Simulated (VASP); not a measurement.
# TaSi2 (P6_222) in VASP: notebook

The runs below take TaSi2 through single point, with LDA.

Program: VASP 6.6.1. These are calculated values, not measurements. Logs are shortened: lines on timing, memory, paths and dates and some standing lists are left out, and cuts for length are marked.

### 1 The cell of the first run

The structure is hexagonal, space group P6_222 (No. 180). Conventional cell: a = 4.735 Å, b = 4.735 Å, c = 6.514 Å, α = 90.00°, β = 90.00°, γ = 120.00°. Within 3.4 Å of Ta (site symmetry 222) lie 10 Si at 2.58 to 2.79 Å and 4 Ta at 3.21 Å. Within 3.3 Å of Si (site symmetry 2) lie 9 Si at 2.53 to 3.29 Å and 5 Ta at 2.58 to 2.79 Å.

### 2 Single point, LDA

File INCAR:

```
SYSTEM = TaSi2
PREC = Accurate
ENCUT = 520
EDIFF = 1E-6
ISMEAR = 0
SIGMA = 0.1
LREAL = .False.
LASPH = .True.
NELM = 60
ALGO = Normal
ISIF = 2
LWAVE = .False.
LCHARG = .False.
GGA = CA
NBANDS = 38
```

File KPOINTS:

```
Automatic mesh
0
Gamma
  12 12 8
  0 0 0
```

File POSCAR:

```
TaSi2
1.0
    4.7346807018      0.0000000029      0.0000000000
   -2.3673403534      4.1003537651      0.0000000000
    0.0000000000      0.0000000000      6.5140836513
Ta Si
3 6
Direct
    0.0000000000      0.5000000000      0.1666666667
    0.5000000000      0.5000000000      0.8333333333
    0.5000000000      0.0000000000      0.5000000000
    0.8406695649      0.6813391299      0.5000000000
    0.1593304351      0.8406695649      0.8333333333
    0.6813391299      0.8406695649      0.1666666667
    0.1593304351      0.3186608701      0.5000000000
    0.8406695649      0.1593304351      0.8333333333
    0.3186608701      0.1593304351      0.1666666667
```

Potentials or basis: VASP PAW LDA potentials, release 64 (Ta_pv, Si).

Command:

```sh
$ cat potpaw_LDA.64/Ta_pv/POTCAR potpaw_LDA.64/Si/POTCAR > POTCAR
$ mpirun -np 1 vasp_std > vasp.out
```

OUTCAR:

```text
SYSTEM = TaSi2
   PREC = Accurate
   ENCUT = 520
   EDIFF = 1E-6
   ISMEAR = 0
   LREAL = .False.
   LASPH = .True.
   NELM = 60
   ISIF = 2
   GGA = CA

 ion  position               nearest neighbor table
   1  0.000  0.500  0.167-   4 2.58   7 2.58   5 2.58   8 2.58   6 2.70   9 2.70   9 2.70   6 2.70
                             6 2.79   9 2.79   3 3.21   3 3.21   2 3.21   2 3.21
   2  0.500  0.500  0.833-   4 2.58   7 2.58   6 2.58   9 2.58   8 2.70   5 2.70   5 2.70   8 2.70
                             8 2.79   5 2.79   3 3.21   3 3.21   1 3.21   1 3.21
   3  0.500  0.000  0.500-   5 2.58   8 2.58   6 2.58   9 2.58   4 2.70   7 2.70   7 2.70   4 2.70
                             7 2.79   4 2.79   2 3.21   2 3.21   1 3.21   1 3.21
   4  0.841  0.681  0.500-   6 2.53   5 2.53   2 2.58   1 2.58   7 2.61   3 2.70   3 2.70   3 2.79
                             7 2.80   7 2.80   8 3.14   9 3.14
   5  0.159  0.841  0.833-   4 2.53   9 2.53   3 2.58   1 2.58   8 2.61   2 2.70   2 2.70   2 2.79
                             8 2.80   8 2.80   7 3.14   6 3.14
   6  0.681  0.841  0.167-   4 2.53   8 2.53   3 2.58   2 2.58   9 2.61   1 2.70   1 2.70   1 2.79
                             9 2.80   9 2.80   7 3.14   5 3.14
   7  0.159  0.319  0.500-   9 2.53   8 2.53   2 2.58   1 2.58   4 2.61   3 2.70   3 2.70   3 2.79
                             4 2.80   4 2.80   5 3.14   6 3.14
   8  0.841  0.159  0.833-   7 2.53   6 2.53   3 2.58   1 2.58   5 2.61   2 2.70   2 2.70   2 2.79
                             5 2.80   5 2.80   4 3.14   9 3.14
   9  0.319  0.159  0.167-   7 2.53   5 2.53   3 2.58   2 2.58   6 2.61   1 2.70   1 2.70   1 2.79
                             6 2.80   6 2.80   4 3.14   8 3.14

  LATTYP: Found a hexagonal cell.
 ALAT       =     4.7346807018
 C/A-ratio  =     1.3758232205

  Lattice vectors:

 A1 = (   4.7346807018,   0.0000000029,   0.0000000000)
 A2 = (  -2.3673403534,   4.1003537651,   0.0000000000)
 A3 = (   0.0000000000,   0.0000000000,   6.5140836513)

Analysis of symmetry for initial positions (statically):
=====================================================================
 Subroutine PRICEL returns:
 Original cell was already a primitive cell.

 Routine SETGRP: Setting up the symmetry group for a
 hexagonal supercell.

 Subroutine GETGRP returns: Found 12 space group operations
 (whereof  4 operations were pure point group operations)
 out of a pool of 24 trial point group operations.

The static configuration has the point symmetry D_2 .
 The point group associated with its full space group is D_6 .

Analysis of symmetry for dynamics (positions and initial velocities):
=====================================================================
 Subroutine PRICEL returns:
 Original cell was already a primitive cell.

[... 136 lines left out ...]
   EFERMI =   0.00;   METHOD = LEGACY
   ISMEAR =     0;   SIGMA  =   0.10  broadening in eV -4-tet -1-fermi 0-gaus
   EFERMI_NEDOS =   21; number of points for ismear=-14 and -15
   IALGO  =     38    algorithm
   IMIX   =      4    mixing-type and parameters
     AMIX     =   0.40;   BMIX     =  1.00
     AMIX_MAG =   1.60;   BMIX_MAG =  1.00
  volume/ion in A,a.u.               =      14.05        94.82
  Fermi-wavevector in a.u.,A,eV,Ry     =   1.255195  2.371975 21.436189  1.575515
  Thomas-Fermi vector in A             =   2.388964
   LORBIT       =      0    0 simple, 1 ext, 2 COOP (PROOUT), +10 PAW based schemes
   GGA     = CA    functional components
   LHFCALC =     F    Hartree Fock is set to
   AEXX    =    0.0000 exact exchange contribution
   IVDW    =     0    specifies the selected vdW correction
   LEPSILON=     F    determine dielectric tensor
   LRPA    =     F    only Hartree local field effects (RPA)
 non-spin polarized calculation
 Gauss-broadening in eV      SIGMA  =   0.10
  energy-cutoff  :      520.00
  volume of cell :      126.46
 maximum number of plane-waves:      3426
 NGX is ok and might be reduce to    36
   NGX = 17   NGY = 17   NGZ = 25

 number of electron      56.9999999 magnetization

 Free energy of the ion-electron system (eV)
  ---------------------------------------------------
  ext. energy  EPLUGINS =         0.00000000
  ---------------------------------------------------
  free energy    TOTEN  =       -79.36091605 eV

  energy without entropy =      -79.34587368  energy(sigma->0) =      -79.35339486

 E-fermi :   9.6319     XC(G=0): -12.3232

 val. band max:        9.6304851298   @ k =   0.3333   0.1667   0.3750
 cond. band min:       9.6413149078   @ k =   0.3333   0.0833   0.5000
 fundamental gap:      0.0108297780
 Fermi energy:         9.6318892290

 k-point     1 :       0.0000    0.0000    0.0000
  band No.  band energies     occupation
      1     -24.4920      2.00000
      2     -24.4920      2.00000
      3     -24.4829      2.00000
      4     -24.4115      2.00000
      5     -24.4115      2.00000
      6     -24.3069      2.00000
[... 973 lines left out ...]
     37      13.7494      0.00000
     38      14.0643      0.00000

 [... further k-points ...]

------------------------ aborting loop because EDIFF is reached ----------------------------------------

  FORCE on cell =-STRESS in cart. coord.  units (eV):
  Direction    XX          YY          ZZ          XY          YZ          ZX
  --------------------------------------------------------------------------------------
  -------------------------------------------------------------------------------------
  Total        0.4224989      0.4224989      0.5143486      0.0000000     -0.0000000      0.0000000
  in kB        5.3526741      5.3526741      6.5163262      0.0000000     -0.0000000      0.0000000
  external PRESSURE =       5.7405581 kB  Pullay stress =       0.0000000 kB

 VOLUME and BASIS-vectors are now :
 -----------------------------------------------------------------------------
  energy-cutoff  :      520.00
  volume of cell :      126.46
      direct lattice vectors                 reciprocal lattice vectors
     4.734680702  0.000000003  0.000000000     0.211207484  0.121940698  0.000000000
    -2.367340353  4.100353765  0.000000000    -0.000000000  0.243881396  0.000000000
     0.000000000  0.000000000  6.514083651     0.000000000  0.000000000  0.153513534

 POSITION                                       TOTAL-FORCE (eV/Angst)
 -----------------------------------------------------------------------------------
     -1.18367      2.05018      1.08568        -0.000000     -0.000000      0.000000
      1.18367      2.05018      5.42840        -0.000000     -0.000000     -0.000000
      2.36734      0.00000      3.25704        -0.000000      0.000000     -0.000000
      2.36734      2.79373      3.25704        -0.000000      0.006640      0.000000
     -1.23577      3.44704      5.42840        -0.005750      0.003320     -0.000000
      1.23577      3.44704      1.08568         0.005750      0.003320     -0.000000
     -0.00000      1.30662      3.25704         0.000000     -0.006640      0.000000
      3.60311      0.65331      5.42840         0.005750     -0.003320      0.000000
      1.13157      0.65331      1.08568        -0.005750     -0.003320      0.000000
 -----------------------------------------------------------------------------------
    total drift:                               -0.000000      0.000000      0.000000

  FREE ENERGIE OF THE ION-ELECTRON SYSTEM (eV)
  ---------------------------------------------------
  free  energy   TOTEN  =       -79.3609160475 eV

  energy  without entropy=      -79.3458736823  energy(sigma->0) =      -79.35339486
```

stdout:

```text
POSCAR found type information on POSCAR TaSi
 POSCAR found :  2 types and       9 ions
 scaLAPACK will be used
 LDA part: xc-table for (Slater(with rela. corr.)+CA(PZ))
 , standard interpolation
 POSCAR, INCAR and KPOINTS ok, starting setup
 FFT: planning ... GRIDC
 FFT: planning ... GRID_SOFT
 FFT: planning ... GRID
 WAVECAR not read
 entering main loop
```

Run time: 2.3 min. Hardware: 1 thread of Intel Xeon 6975P-C (Granite Rapids), shared host; peak memory 0.43 GiB.

Results:

```
Free energy            : -79.3609 eV
Pressure               : 0.6 GPa
Largest force          : 0.007 eV/Å
Band gap on the k mesh : zero (an odd number of electrons rules out a gap without spin polarisation)
```

Forces on the atoms (eV/Å):
```
Ta   0.000  0.000  0.000
Ta   0.000  0.000  0.000
Ta   0.000  0.000  0.000
Si   0.000  0.007  0.000
Si  -0.006  0.003  0.000
Si   0.006  0.003  0.000
Si   0.000 -0.007  0.000
Si   0.006 -0.003  0.000
Si  -0.006 -0.003  0.000
```

Levels at points of the mesh, in eV from the Fermi level:
| k point | band 26 | band 27 | band 28 | band 29 | band 30 | band 31 | band 32 | band 33 |
| --- | --- | --- | --- | --- | --- | --- | --- | --- |
| (0.00, 0.00, 0.00) | -2.38 | -2.22 | -2.22 | -1.40 | 0.72 | 3.12 | 3.12 | 3.60 |
| (0.50, 0.00, 0.00) | -1.13 | -0.79 | -0.12 | -0.01 | 0.87 | 1.26 | 1.64 | 2.02 |
| (0.00, 0.00, 0.50) | -1.89 | -1.71 | -1.71 | 1.12 | 1.12 | 2.77 | 2.77 | 3.58 |
| (0.50, 0.00, 0.50) | -2.08 | -1.84 | -0.71 | -0.25 | 1.60 | 2.02 | 2.60 | 2.65 |

Caveat: spin-orbit coupling is left out, which moves the levels of the heavy elements.

### 3 Single point, LDA

File INCAR:

```
SYSTEM = TaSi2
PREC = Accurate ; ENCUT = 520
EDIFF = 1E-6 ; ISMEAR = -1
SIGMA = 0.15 ; LREAL = .False.
LASPH = .True. ; NELM = 100
ALGO = Normal ; ISIF = 2
LWAVE = .False. ; LCHARG = .True.
LELF = .True. ; LVHAR = .True.
NBANDS = 38
```

File KPOINTS:

```
regular mesh
0
Gamma
  12 12 8
  0 0 0
```

File POSCAR:

```
TaSi2
1.0
    4.7314990536      0.0000000029      0.0000000000
   -2.3657495293      4.0975983770      0.0000000000
    0.0000000000      0.0000000000      6.5247401732
Ta Si
3 6
Direct
    0.0000000000      0.5000000000      0.1666666667
    0.5000000000      0.5000000000      0.8333333333
    0.5000000000      0.0000000000      0.5000000000
    0.8401929586      0.6803859172      0.5000000000
    0.1598070414      0.8401929586      0.8333333333
    0.6803859172      0.8401929586      0.1666666667
    0.1598070414      0.3196140828      0.5000000000
    0.8401929586      0.1598070414      0.8333333333
    0.3196140828      0.1598070414      0.1666666667
```

Potentials or basis: VASP PAW LDA potentials, release 64 (Ta_pv, Si).

Command:

```sh
$ cat potpaw_LDA.64/Ta_pv/POTCAR potpaw_LDA.64/Si/POTCAR > POTCAR
$ mpirun -np 1 vasp_std > vasp.out
```

Wall time 2.3 min (1 thread of Intel Xeon 6975P-C (Granite Rapids), shared host); peak memory 0.44 GiB.

It converged, with:

| Property | Result |
| --- | --- |
| Free energy | -79.4625 eV |
| Pressure | 0.6 GPa |
| Largest force | 0.007 eV/Å |
| Band gap on the k mesh | zero (an odd number of electrons rules out a gap without spin polarisation) |

Forces in eV/Å, atoms in the order of the input:
```
Ta   0.000  0.000  0.000
Ta   0.000  0.000  0.000
Ta   0.000  0.000  0.000
Si   0.000  0.007  0.000
Si  -0.006  0.003  0.000
Si   0.006  0.003  0.000
Si   0.000 -0.007  0.000
Si   0.006 -0.003  0.000
Si  -0.006 -0.003  0.000
```

Stress tensor (GPa, compression positive):
```
0.54 0.00 0.00
0.00 0.54 0.00
0.00 0.00 0.64
```

Levels at points of the mesh, in eV from the Fermi level:
```
           k point  band 25  band 26  band 27  band 28  band 29  band 30  band 31  band 32  band 33  band 34
(0.00, 0.00, 0.00)    -2.47    -2.34    -2.22    -2.22    -1.39     0.71     3.15     3.15     3.59     3.68
(0.50, 0.00, 0.00)    -2.09    -1.12    -0.79    -0.11     0.02     0.88     1.26     1.67     2.03     2.34
(0.00, 0.00, 0.50)    -2.33    -1.85    -1.70    -1.70     1.11     1.11     2.78     2.78     3.57     3.59
(0.50, 0.00, 0.50)    -2.10    -2.07    -1.83    -0.70    -0.21     1.61     2.03     2.61     2.66     2.69
```

Caveat: spin-orbit coupling is left out, which moves the levels of the heavy elements.
